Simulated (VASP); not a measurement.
# Ti12H (a cell with a defect) in VASP: single point with PBE

Aim: the single point of Ti12H (a cell with a defect) with PBE.

Program: VASP 6.6.1. These are calculated values, not measurements. Logs are shortened: lines on timing, memory, paths and dates and some standing lists are left out, and cuts for length are marked.

## Step 1: The cell of the first run

The cell holds a defect, 13 atoms: a = 5.900 Å, b = 8.850 Å, c = 4.685 Å, α = 90.00°, β = 90.00°, γ = 120.00°.

## Step 2: Single point, PBE

Contents of INCAR:

```
PREC = Accurate
ENCUT = 520
EDIFF = 1E-6
ISMEAR = -1
SIGMA = 0.05
LREAL = F
LASPH = T
NELM = 80
ALGO = Normal
ISIF = 2
LWAVE = F
LCHARG = F
GGA = PE
NBANDS = 84
```

Contents of KPOINTS:

```
regular mesh
0
Gamma
  2 2 2
```

Contents of POSCAR:

```
Ti12H
1.0
    5.9000000000      0.0000000000      0.0000000000
   -4.4250000000      7.6643250000      0.0000000000
    0.0000000000      0.0000000000      4.6846000000
Ti H
12 1
Direct
    0.0044636748      0.0032154607     -0.0027496290
    0.1683210629      0.2254630172      0.4974367501
    0.0023636553      0.3326121673      0.0005249814
    0.1648816450      0.5555971349      0.4972979319
    0.0049044048      0.6626555069     -0.0001714219
    0.1726527872      0.8935046362      0.4987466345
    0.5013667327      0.0004122685      0.0013712998
    0.6639255094      0.2231144253      0.4976180806
    0.4982927050      0.3305581062      0.0008511931
    0.6620157610      0.5526910584      0.5014489070
    0.4933524526      0.6622067926      0.0002058081
    0.6625347893      0.8930197878      0.4995410755
    0.8325678199      0.7786766378      0.7473459889
```

Potentials or basis: VASP PAW PBE potentials, release 64 (Ti_sv, H).

Command:

```sh
> cat potpaw_PBE.64/Ti_sv/POTCAR potpaw_PBE.64/H/POTCAR > POTCAR
> mpirun -np 1 vasp_std > vasp.out
```

OUTCAR:

```text
PREC = Accurate
   ENCUT = 520
   EDIFF = 1E-6
   ISMEAR = -1
   LREAL = F
   LASPH = T
   NELM = 80
   ISIF = 2
   GGA = PE

 ion  position               nearest neighbor table
   1  0.004  0.003  0.997-   6 2.89   2 2.90   2 2.90   6 2.90   9 2.91  12 2.91
   2  0.168  0.225  0.497-   3 2.86   9 2.87   3 2.89   1 2.90   1 2.90   9 2.90  10 2.90
   3  0.002  0.333  0.001-   2 2.86   4 2.89   2 2.89   8 2.90  11 2.91   4 2.91   5 2.91
   4  0.165  0.556  0.497-   5 2.85   5 2.87  11 2.87   3 2.89  11 2.89   3 2.91
   5  0.005  0.663  1.000-   4 2.85   4 2.87  11 2.88   3 2.91  10 2.92
   6  0.173  0.894  0.499-   7 2.87   1 2.89   7 2.89  12 2.89   1 2.90   8 2.91
   7  0.501  0.000  0.001-  12 2.86  12 2.87   6 2.87   8 2.88   6 2.89   8 2.91
   8  0.664  0.223  0.498-   9 2.86   7 2.88   9 2.89   3 2.90   6 2.91   7 2.91  12 2.92
   9  0.498  0.331  0.001-   8 2.86   2 2.87   8 2.89  10 2.89  10 2.90   2 2.90   1 2.91
  10  0.662  0.553  0.501-  11 2.89   9 2.89   9 2.90  11 2.90   2 2.90   5 2.92
  11  0.493  0.662  0.000-   4 2.87   5 2.88  10 2.89   4 2.89  10 2.90   3 2.91
  12  0.663  0.893  0.500-   7 2.86   7 2.87   6 2.89   1 2.91   8 2.92
  13  0.833  0.779  0.747-

  LATTYP: Found a simple monoclinic cell.
 ALAT       =     5.9000000000
 B/A-ratio  =     0.7940000000
 C/A-ratio  =     1.3228756849
 COS(beta)  =    -0.1889822323

  Lattice vectors:

 A1 = (   5.9000000000,   0.0000000000,   0.0000000000)
 A2 = (   0.0000000000,   0.0000000000,   4.6846000000)
 A3 = (  -1.4750000000,  -7.6643250000,   0.0000000000)

Analysis of symmetry for initial positions (statically):
=====================================================================
 Subroutine PRICEL returns:
 Original cell was already a primitive cell.

 Routine SETGRP: Setting up the symmetry group for a
 simple monoclinic supercell.

 Subroutine GETGRP returns: Found  1 space group operations
 (whereof  1 operations were pure point group operations)
 out of a pool of  4 trial point group operations.

The static configuration has the point symmetry C_1 .

Analysis of symmetry for dynamics (positions and initial velocities):
=====================================================================
 Subroutine PRICEL returns:
 Original cell was already a primitive cell.

 Routine SETGRP: Setting up the symmetry group for a
 simple monoclinic supercell.

 Subroutine GETGRP returns: Found  1 space group operations
 (whereof  1 operations were pure point group operations)
 out of a pool of  4 trial point group operations.

The dynamic configuration has the point symmetry C_1 .

 Subroutine INISYM returns: Found  1 space group operations
 (whereof  1 operations are pure point group operations),
 and found     1 'primitive' translations

----------------------------------------------------------------------------------------

                                     Primitive cell

  volume of cell :     211.8354

  direct lattice vectors                    reciprocal lattice vectors
     5.900000000  0.000000000  0.000000000     0.169491525  0.097855976  0.000000000
    -4.425000000  7.664325000  0.000000000     0.000000000  0.130474634  0.000000000
     0.000000000  0.000000000  4.684600000     0.000000000  0.000000000  0.213465397

  length of vectors
     5.900000000  8.850000153  4.684600000     0.195711955  0.130474634  0.213465397

  position of ions in fractional coordinates (direct lattice)
     0.004463675  0.003215461  0.997250371
     0.168321063  0.225463017  0.497436750
     0.002363655  0.332612167  0.000524981
     0.164881645  0.555597135  0.497297932
     0.004904405  0.662655507  0.999828578
     0.172652787  0.893504636  0.498746635
     0.501366733  0.000412268  0.001371300
     0.663925509  0.223114425  0.497618081
     0.498292705  0.330558106  0.000851193
     0.662015761  0.552691058  0.501448907
     0.493352453  0.662206793  0.000205808
     0.662534789  0.893019788  0.499541075
     0.832567820  0.778676638  0.747345989

  ion indices of the primitive-cell ions
   primitive index   ion index
                 1           1
                 2           2
                 3           3
                 4           4
                 5           5
                 6           6
                 7           7
                 8           8
                 9           9
                10          10
                11          11
                12          12
                13          13

----------------------------------------------------------------------------------------

 KPOINTS: regular mesh

Automatic generation of k-mesh.
 Grid dimensions read from file:
 generate k-points for:    2    2    2

 Generating k-lattice:

  Cartesian coordinates                     Fractional coordinates (reciprocal lattice)
     0.084745763  0.048927988  0.000000000     0.500000000  0.000000000  0.000000000
     0.000000000  0.065237317  0.000000000     0.000000000  0.500000000  0.000000000
     0.000000000  0.000000000  0.106732699     0.000000000  0.000000000  0.500000000

  Length of vectors
     0.097855977  0.065237317  0.106732699

  Shift w.r.t. Gamma in fractional coordinates (k-lattice)
     0.000000000  0.000000000  0.000000000

 Subroutine IBZKPT returns following result:
 ===========================================

 Found      8 irreducible k-points:

 Following reciprocal coordinates:
            Coordinates               Weight
  0.000000  0.000000  0.000000      1.000000
  0.500000  0.000000  0.000000      1.000000
  0.000000  0.500000  0.000000      1.000000
  0.500000  0.500000  0.000000      1.000000
  0.000000  0.000000  0.500000      1.000000
  0.500000  0.000000  0.500000      1.000000
  0.000000  0.500000  0.500000      1.000000
  0.500000  0.500000  0.500000      1.000000
   k-points           NKPTS =      8   k-points in BZ     NKDIM =      8   number of bands    NBANDS=     84
   number of dos      NEDOS =    301   number of ions     NIONS =     13
   total plane-waves  NPLWV = 120960
   dimension x,y,z NGX =    48 NGY =   70 NGZ =   36
   dimension x,y,z NGXF=    96 NGYF=  140 NGZF=   72
   ions per type =              12   1
   NGX,Y,Z   is equivalent  to a cutoff of  13.53, 13.15, 12.78 a.u.
   NGXF,Y,Z  is equivalent  to a cutoff of  27.05, 26.30, 25.55 a.u.
 SYSTEM =  unknown system
   PREC   = accura    normal or accurate (medium, high low for compatibility)
   ISTART =      0    job   : 0-new  1-cont  2-samecut
   ICHARG =      2    charge: 1-file 2-atom 10-const
   ISPIN  =      1    spin polarized calculation?
   LNONCOLLINEAR =      F non collinear calculations
   LSORBIT =      F    spin-orbit coupling
   LASPH  =      T    aspherical Exc in radial PAW
   ENCUT  =  520.0 eV  38.22 Ry    6.18 a.u.  10.97 16.46  8.71*2*pi/ulx,y,z
   NELM   =     80;   NELMIN=  2; NELMDL= -5     # of ELM steps
   EDIFF  = 0.1E-05   stopping-criterion for ELM
   LREAL  =      F    real-space projection
   EDIFFG = 0.1E-04   stopping-criterion for IOM
   NSW    =      0    number of steps for IOM
   IBRION =     -1    ionic relax: 0-MD 1-quasi-New 2-CG
   NFREE  =      0    steps in history (QN), initial steepest desc. (CG)
   ISIF   =      2    stress and relaxation
   ISYM   =      2    0-nonsym 1-usesym 2-fastsym
   POTIM  = 0.5000    time-step for ionic-motion
   TEBEG  =    0.0;   TEEND  =   0.0 temperature during run
   PSTRESS=    0.0 pullay stress
   NELECT =     145.0000    total number of electrons
   NUPDOWN=      -1.0000    fix difference up-down
   EMIN   =  10.00;   EMAX   =-10.00  energy-range for DOS
   EFERMI =   0.00;   METHOD = LEGACY
   ISMEAR =    -1;   SIGMA  =   0.05  broadening in eV -4-tet -1-fermi 0-gaus
   EFERMI_NEDOS =   21; number of points for ismear=-14 and -15
   IALGO  =     38    algorithm
   IMIX   =      4    mixing-type and parameters
     AMIX     =   0.40;   BMIX     =  1.00
     AMIX_MAG =   1.60;   BMIX_MAG =  1.00
  volume/ion in A,a.u.               =      16.30       109.96
  Fermi-wavevector in a.u.,A,eV,Ry     =   1.442773  2.726446 28.321806  2.081594
  Thomas-Fermi vector in A             =   2.561256
   LORBIT       =      0    0 simple, 1 ext, 2 COOP (PROOUT), +10 PAW based schemes
   GGA     = PE    functional components
   LHFCALC =     F    Hartree Fock is set to
   AEXX    =    0.0000 exact exchange contribution
   IVDW    =     0    specifies the selected vdW correction
   LEPSILON=     F    determine dielectric tensor
   LRPA    =     F    only Hartree local field effects (RPA)
 non-spin polarized calculation
  energy-cutoff  :      520.00
  volume of cell :      211.84
 maximum number of plane-waves:      5724
 NGX is ok and might be reduce to    48
   NGX = 21   NGY = 33   NGZ = 17

 number of electron     144.9999994 magnetization

 Free energy of the ion-electron system (eV)
  ---------------------------------------------------
  ext. energy  EPLUGINS =         0.00000000
  ---------------------------------------------------
  free energy    TOTEN  =       -97.60690210 eV

  energy without entropy =      -97.51205863  energy(sigma->0) =      -97.55948036

 E-fermi :   8.1731     XC(G=0): -11.4730

 val. band max:        8.1729964164   @ k =   0.5000   0.5000   0.5000
 cond. band min:       8.2539793216   @ k =   0.0000   0.0000   0.5000
 fundamental gap:      0.0809829052
 Fermi energy:         8.1730638959

 k-point     1 :       0.0000    0.0000    0.0000
  band No.  band energies     occupation
      1     -48.6186      2.00000
      2     -48.5581      2.00000
      3     -48.5340      2.00000
      4     -48.5228      2.00000
      5     -48.5138      2.00000
      6     -48.5032      2.00000
[... 76 lines left out ...]
     83       9.0685      0.00000
     84       9.1125      0.00000

 k-point     2 :       0.5000    0.0000    0.0000
  band No.  band energies     occupation
      1     -48.5805      2.00000
      2     -48.5733      2.00000
      3     -48.5561      2.00000
      4     -48.5352      2.00000
      5     -48.5058      2.00000
      6     -48.4990      2.00000
[... 76 lines left out ...]
     83       9.1775      0.00000
     84       9.2303      0.00000

 k-point     3 :       0.0000    0.5000    0.0000
  band No.  band energies     occupation
      1     -48.6064      2.00000
      2     -48.5811      2.00000
      3     -48.5350      2.00000
      4     -48.5131      2.00000
      5     -48.5120      2.00000
      6     -48.5024      2.00000
[... 76 lines left out ...]
     83       9.3041      0.00000
     84       9.3673      0.00000

 k-point     4 :       0.5000    0.5000    0.0000
  band No.  band energies     occupation
      1     -48.5858      2.00000
      2     -48.5774      2.00000
      3     -48.5438      2.00000
      4     -48.5316      2.00000
      5     -48.5042      2.00000
      6     -48.5030      2.00000
[... 76 lines left out ...]
     83       9.0819      0.00000
     84       9.1079      0.00000

 k-point     5 :       0.0000    0.0000    0.5000
  band No.  band energies     occupation
      1     -48.5645      2.00000
      2     -48.5632      2.00000
      3     -48.5286      2.00000
      4     -48.5271      2.00000
      5     -48.5145      2.00000
      6     -48.5131      2.00000
[... 76 lines left out ...]
     83       8.9569      0.00000
     84       8.9613      0.00000

 k-point     6 :       0.5000    0.0000    0.5000
  band No.  band energies     occupation
      1     -48.5468      2.00000
      2     -48.5450      2.00000
      3     -48.5349      2.00000
      4     -48.5335      2.00000
      5     -48.5237      2.00000
      6     -48.5219      2.00000
[... 76 lines left out ...]
     83       8.6840      0.00007
     84       8.7024      0.00005

 k-point     7 :       0.0000    0.5000    0.5000
  band No.  band energies     occupation
      1     -48.5596      2.00000
      2     -48.5578      2.00000
      3     -48.5349      2.00000
      4     -48.5342      2.00000
      5     -48.5149      2.00000
      6     -48.5135      2.00000
[... 76 lines left out ...]
     83       9.3128      0.00000
     84       9.3560      0.00000

 k-point     8 :       0.5000    0.5000    0.5000
  band No.  band energies     occupation
      1     -48.5465      2.00000
      2     -48.5445      2.00000
      3     -48.5398      2.00000
      4     -48.5385      2.00000
      5     -48.5192      2.00000
      6     -48.5172      2.00000
[... 76 lines left out ...]
     83       8.6165      0.00028
     84       8.6397      0.00018

------------------------ aborting loop because EDIFF is reached ----------------------------------------

  FORCE on cell =-STRESS in cart. coord.  units (eV):
  Direction    XX          YY          ZZ          XY          YZ          ZX
  --------------------------------------------------------------------------------------
  -------------------------------------------------------------------------------------
  Total       -2.5219033     -1.3239941      0.0627758     -0.5215209      0.1903602      0.0372856
  in kB      -19.0739468    -10.0137835      0.4747929     -3.9444262      1.4397540      0.2820027
  external PRESSURE =      -9.5376458 kB  Pullay stress =       0.0000000 kB

 VOLUME and BASIS-vectors are now :
 -----------------------------------------------------------------------------
  energy-cutoff  :      520.00
  volume of cell :      211.84
      direct lattice vectors                 reciprocal lattice vectors
     5.900000000  0.000000000  0.000000000     0.169491525  0.097855976  0.000000000
    -4.425000000  7.664325000  0.000000000     0.000000000  0.130474634  0.000000000
     0.000000000  0.000000000  4.684600000     0.000000000  0.000000000  0.213465397

 POSITION                                       TOTAL-FORCE (eV/Angst)
 -----------------------------------------------------------------------------------
      0.01211      0.02464      4.67172         0.009872     -0.004652     -0.020464
     -0.00458      1.72802      2.33029        -0.017719     -0.000324     -0.002976
     -1.45786      2.54925      0.00246         0.001514     -0.018278      0.001240
     -1.48572      4.25828      2.32964        -0.000488      0.007757     -0.003011
     -2.90331      5.07881      4.68380        -0.012177     -0.018103     -0.016399
     -2.93511      6.84811      2.33643        -0.004065      0.022684     -0.005037
      2.95624      0.00316      0.00642         0.010738     -0.015256      0.009164
      2.92988      1.71002      2.33114        -0.001790      0.019295      0.001210
      1.47721      2.53350      0.00399         0.019642     -0.001191      0.005033
      1.46024      4.23600      2.34909        -0.010114      0.002111      0.016957
     -0.01949      5.07537      0.00096         0.030117     -0.015574     -0.005012
     -0.04266      6.84439      2.34015        -0.040845      0.034175     -0.007706
      1.46651      5.96803      3.50102         0.015312     -0.012643      0.027001
 -----------------------------------------------------------------------------------
    total drift:                                0.000491     -0.000361     -0.000353

  FREE ENERGIE OF THE ION-ELECTRON SYSTEM (eV)
  ---------------------------------------------------
  free  energy   TOTEN  =       -97.6069020957 eV

  energy  without entropy=      -97.5120586282  energy(sigma->0) =      -97.55948036
```

Wall time 3.5 min (1 thread of Intel Xeon 6975P-C (Granite Rapids), shared host); peak memory 0.38 GiB.

Results:

| Quantity | Value |
| --- | --- |
| Free energy | -97.6069 eV |
| Pressure | -1.0 GPa |
| Largest force | 0.054 eV/Å |

Forces on the atoms (eV/Å):
```
Ti   0.010 -0.005 -0.020
Ti  -0.018  0.000 -0.003
Ti   0.002 -0.018  0.001
Ti   0.000  0.008 -0.003
Ti  -0.012 -0.018 -0.016
Ti  -0.004  0.023 -0.005
Ti   0.011 -0.015  0.009
Ti  -0.002  0.019  0.001
Ti   0.020 -0.001  0.005
Ti  -0.010  0.002  0.017
Ti   0.030 -0.016 -0.005
Ti  -0.041  0.034 -0.008
H    0.015 -0.013  0.027
```

Caveat: the k points lie up to 0.67 Å⁻¹ apart.
